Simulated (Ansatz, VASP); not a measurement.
Ti2O in VASP and in Ansatz

Contents of POSCAR:

```
Ti2O
1.0
    2.9193980238      0.0000000000      0.0000000000
   -1.4596990119      2.5282728524      0.0000000000
    0.0000000000      0.0000000000      4.7130000000
Ti O
2 1
Direct
    0.6666666667      0.3333333333      0.2787400000
    0.3333333333      0.6666666667      0.7212600000
    0.0000000000      0.0000000000      0.0000000000
```

Contents of INCAR.step1:

```
SYSTEM = Ti2O
  PREC = Accurate
  ENCUT = 1480
  ISMEAR = 0
  SIGMA = 0.1
  LREAL = .FALSE.
  LASPH = .TRUE.
  NELM = 120
  NBANDS = 22
  GGA = PE
  ALGO = Normal
  EDIFF = 1E-5
  LWAVE = .TRUE.
  LCHARG = .FALSE.
  GGA_COMPAT = .FALSE.
```

Contents of INCAR.step2:

```
SYSTEM = Ti2O
  PREC = Accurate
  ENCUT = 1480
  EDIFF = 1E-6
  ISMEAR = 0
  SIGMA = 0.1
  LREAL = .FALSE.
  LASPH = .TRUE.
  NELM = 120
  ALGO = Normal
  ISIF = 2
  LWAVE = .FALSE.
  LCHARG = .TRUE.
  METAGGA = R2SCAN
  LMIXTAU = .TRUE.
  LELF = .TRUE.
  LVHAR = .TRUE.
  NBANDS = 22
  ISTART = 1
  GGA_COMPAT = .FALSE.
```

The input KPOINTS:

```
regular mesh
0
G
  3 3 2
  0 0 0
```

Input for Ansatz:

```yaml
crystal:
  lattice:
    - [2.9193980238, 0.0, 0.0]
    - [-1.4596990119, 2.5282728524, 0.0]
    - [0.0, 0.0, 4.713]
  atoms:
    - { symbol: Ti, position: [0.6666666667, 0.3333333333, 0.27874] }
    - { symbol: Ti, position: [0.3333333333, 0.6666666667, 0.72126] }
    - { symbol: O, position: [0.0, 0.0, 0.0] }
basis:
  ecutwfc: 500
kpoints:
  mp_grid: { grid: [3, 3, 2] }
hamiltonian:
  xc: r2scan
scf:
  occupations: { method: gaussian, width: 0.1 }
output:
  forces: true
  stress: true
  eigenvalues: true
```

Alike in both runs: task single point; functional r2SCAN; k mesh 3 × 3 × 2; occupations gaussian, width 0.1 eV; no spin polarisation.

|  | VASP | Ansatz |
| --- | --- | --- |
| version | VASP 6.6.1 | Ansatz 0.2.0 |
| potentials or method | VASP PAW PBE potentials, release 64 (Ti_sv, O_h), cutoff 1480 eV | scalar-relativistic, plane waves, PAW |
| valence electrons in the cell | 30 | 30 |

Ansatz gave:

```
gap on the k mesh at the Fermi level (eV)                     : none
pressure (GPa)                                                : 10.1
traceless stress, the component that is largest in VASP (GPa) : 6.62
rms of the force components (eV/Å)                            : 0.545
```

**Question.** Which values does VASP return?

**Answer.** gap on the k mesh at the Fermi level (eV): none; pressure (GPa): 11.3; traceless stress, the component that is largest in VASP (GPa): 6.78; rms of the force components (eV/Å): 0.527.

VASP's potentials were made for PBE, not for r2SCAN. Atom by atom the forces differ by 0.018 eV/Å (rms over components). A gap of «none» marks a metal or a gap that the smearing closes. With one functional, cell and mesh, what is left measures potentials, basis and numerics.

The k mesh is coarse, so the values compare programs but aren't converged.
